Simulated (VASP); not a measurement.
Input of a VASP 6.6.1 run:

The input POSCAR:

```
Sb
1.0
   -1.5552329741      1.5552329741      2.6752861216
    1.5552329741     -1.5552329741      2.6752861216
    1.5552329741      1.5552329741     -2.6752861216
Sb
1
Direct
    0.0000000000      0.0000000000      0.0000000000
```

File INCAR.step1:

```
SYSTEM = Sb
ALGO = Normal
EDIFF = 1E-4
ENCUT = 520
GGA = PE
ISMEAR = -1
LASPH = .True.
LCHARG = .False.
LREAL = .False.
LWAVE = .True.
NBANDS = 8
NELM = 100
PREC = Accurate
SIGMA = 0.05
```

Contents of INCAR.step2:

```
SYSTEM = Sb
ALGO = Normal
EDIFF = 1E-6
ENCUT = 520
ISIF = 2
ISMEAR = -1
ISTART = 1
LASPH = .True.
LCHARG = .False.
LMIXTAU = .True.
LREAL = .False.
LWAVE = .False.
METAGGA = R2SCAN
NBANDS = 8
NELM = 100
PREC = Accurate
SIGMA = 0.05
```

The input KPOINTS:

```
k-points
0
Gamma
  12 12 12
  0 0 0
```

Potentials or basis: VASP PAW PBE potentials, release 64 (Sb).

Launch:

```console
$ cat potpaw_PBE.64/Sb/POTCAR > POTCAR
$ cp INCAR.step1 INCAR
$ mpirun -np 1 vasp_std > vasp.out
$ cp INCAR.step2 INCAR
$ mpirun -np 1 vasp_std > vasp.out
```

Q: Estimate the pressure.

A: 4.2 GPa.

Stress tensor (GPa, compression positive):
```
4.13 0.00 0.00
0.00 4.13 0.00
0.00 0.00 4.48
```

Caveat: the PAW data sets were made with another functional, which shifts forces and pressure a little.
